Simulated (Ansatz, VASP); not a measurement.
Two plane-wave programs on KF

```
K F
1.0
     0.00000    2.65896    2.65896
     2.65896    0.00000    2.65896
     2.65896    2.65896    0.00000
K F
1 1
Cartesian
  0.0000 0.0000 0.0000
  2.6590 2.6590 2.6590
```

Alike in both runs: task single point; functional PBE; k mesh 6 × 6 × 6; occupations methfessel-paxton of order 1, width 0.001 eV; no spin polarisation.

```csv
,VASP,Ansatz
version,VASP 6.6.1,Ansatz 0.2.0
potentials or method,"VASP PAW PBE potentials, release 64 (K_sv, F)",plane waves
plane-wave cutoff (eV),600,420
valence electrons in the cell,16,16
```

VASP gave:

- gap on the k mesh at the Fermi level (eV): 6.24
- pressure (GPa): 1.9

Problem. Estimate Ansatz's values.

Solution. gap on the k mesh at the Fermi level (eV): 6.26; pressure (GPa): 1.9.

The functional is the same, so the differences come from potentials, cutoffs and numerics.
